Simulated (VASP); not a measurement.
Here is a VASP 6.6.1 calculation.

The input INCAR:

```
  ALGO = Normal
  EDIFF = 1E-7
  ENCUT = 520
  GGA = PE
  ISIF = 2
  ISMEAR = -1
  LASPH = True
  LCHARG = False
  LREAL = False
  LWAVE = False
  NBANDS = 26
  NELM = 100
  PREC = Accurate
  SIGMA = 0.05
```

KPOINTS

```
k-points
0
Gamma
  9 9 4
```

The input POSCAR:

```
ZnO
1.0
    3.3524534747      0.0000000000      0.0000000000
   -1.6762267373      2.9033098741      0.0000000000
    0.0000000000      0.0000000000      7.2702894300
Zn O
2 2
Direct
    0.0000000000      0.0000000000      0.2500000000
    0.0000000000      0.0000000000      0.7500000000
    0.6666666667      0.3333333333      0.7500000000
    0.3333333333      0.6666666667      0.2500000000
```

Potentials or basis: VASP PAW PBE potentials, release 64 (Zn, O).

The run is started by

```sh
$ cat potpaw_PBE.64/Zn/POTCAR potpaw_PBE.64/O/POTCAR > POTCAR
$ mpirun -np 1 vasp_std > vasp.out
```

Predict the band gap on the k mesh.

0.82 eV, direct.

Predict the pressure.

-4.6 GPa.

Stress tensor (GPa, compression positive):
```
-6.90  0.00  0.00
 0.00 -6.90  0.00
 0.00  0.00  0.06
```

A k mesh can miss the band edges. As with any semilocal functional, this PBE gap is likely too small.
